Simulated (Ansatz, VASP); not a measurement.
# Two plane-wave programs on HgH

INCAR

```
ALGO = Normal
EDIFF = 1E-6
EDIFFG = -0.04
ENCUT = 600
GGA = PE
IBRION = 2
ISIF = 3
ISMEAR = 0
LASPH = True
LCHARG = False
LREAL = False
LWAVE = False
NELM = 60
NSW = 90
PREC = Accurate
SIGMA = 0.1
```

The input KPOINTS:

```
k-points
0
Gamma
  3 3 6
```

Contents of POSCAR:

```
HgH
1.0
    6.2418781705      0.0000000000      0.0000000000
   -3.1209390852      5.4056250629      0.0000000000
    0.0000000000      0.0000000000      3.0669296550
Hg H
3 3
Direct
    0.5000000000      0.0000000000      0.0000000000
    0.5000000000      0.5000000000      0.0000000000
    0.0000000000      0.5000000000      0.0000000000
    0.0000000000      0.0000000000      0.0000000000
    0.3333333333      0.6666666667      0.5000000000
    0.6666666667      0.3333333333      0.5000000000
```

Input for Ansatz:

```yaml
crystal:
  lattice:
    - [6.2418781705, 0.0, 0.0]
    - [-3.1209390852, 5.4056250629, 0.0]
    - [0.0, 0.0, 3.066929655]
  atoms:
    - { symbol: Hg, position: [0.5, 0.0, 0.0] }
    - { symbol: Hg, position: [0.5, 0.5, 0.0] }
    - { symbol: Hg, position: [0.0, 0.5, 0.0] }
    - { symbol: H, position: [0.0, 0.0, 0.0] }
    - { symbol: H, position: [0.3333333333, 0.6666666667, 0.5] }
    - { symbol: H, position: [0.6666666667, 0.3333333333, 0.5] }
basis:
  ecutwfc: 420
kpoints:
  mp_grid: { grid: [3, 3, 6] }
hamiltonian:
  xc: pbe
scf:
  occupations: { method: gaussian, width: 0.1 }
  lower_state_search: "off"
output:
  forces: true
  stress: true
  eigenvalues: true
relax:
  adjacent_minimum: "off"
  f_tol: 0.04
  max_steps: 70
  cell: { stress_tol: 0.4 }
```

Alike in both runs: task relaxation of cell and atoms; functional PBE; k mesh 3 × 3 × 6; occupations gaussian, width 0.1 eV; no spin polarisation.

|  | VASP | Ansatz |
| --- | --- | --- |
| version | VASP 6.6.1 | Ansatz 0.2.0 |
| potentials or method | VASP PAW PBE potentials, release 64 (Hg, H), cutoff 600 eV | scalar-relativistic, plane waves, PAW |
| valence electrons in the cell | 39 | 63 |

Ansatz gave:

| Quantity | Value |
| --- | --- |
| gap on the k mesh at the Fermi level, each at its own relaxed structure (eV) | none |
| relaxed volume (Å³/atom) | 17.84 |
| relaxed cell length with the largest relative difference (Å) | 2.923 |

Task: What did VASP give for the same quantities?

Result: gap on the k mesh at the Fermi level, each at its own relaxed structure (eV): none; relaxed volume (Å³/atom): 17.87; relaxed cell length with the largest relative difference (Å): 2.946.

A gap of «none» marks a metal or a gap that the smearing closes. VASP's potentials hold 39 valence electrons a cell and Ansatz's 63, so a difference there can come from the potentials and not from the codes.

The k mesh is coarse, so the values compare programs but aren't converged. Spin-orbit coupling is off throughout.
